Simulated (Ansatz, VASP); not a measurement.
## ZnSe: VASP beside Ansatz

```
CELL_PARAMETERS angstrom
0.00000 2.81662 2.81662
2.81662 0.00000 2.81662
2.81662 2.81662 0.00000
ATOMIC_POSITIONS crystal
Zn 0.00000 0.00000 0.00000
Se 0.25000 0.25000 0.25000
```

Alike in both runs: functional PBEsol; k mesh 8 × 8 × 8; occupations gaussian, width 0.02 eV; no spin polarisation.

Ansatz relaxed the structure, and its values are those at the end. VASP's run is a single point on that final structure, the one shown.

|  | VASP | Ansatz |
| --- | --- | --- |
| version | VASP 6.6.1 | Ansatz 0.2.0 |
| potentials or method | VASP PAW PBE potentials, release 64 (Zn, Se), cutoff 500 eV | scalar-relativistic, plane waves, PAW |
| valence electrons in the cell | 18 | 28 |

Ansatz gave:

- gap on the k mesh at the Fermi level (eV): 1.24
- least direct gap on the mesh (eV): 1.24
- pressure (GPa): 0.0

Task: Which values does VASP return?

Result: gap on the k mesh at the Fermi level (eV): 1.24; least direct gap on the mesh (eV): 1.24; pressure (GPa): 0.3.

VASP's potentials were made for PBE, not for PBEsol. With one functional, cell and mesh, what is left measures potentials, basis and numerics. VASP's potentials hold 18 valence electrons a cell and Ansatz's 28, so a difference there can come from the potentials and not from the codes.
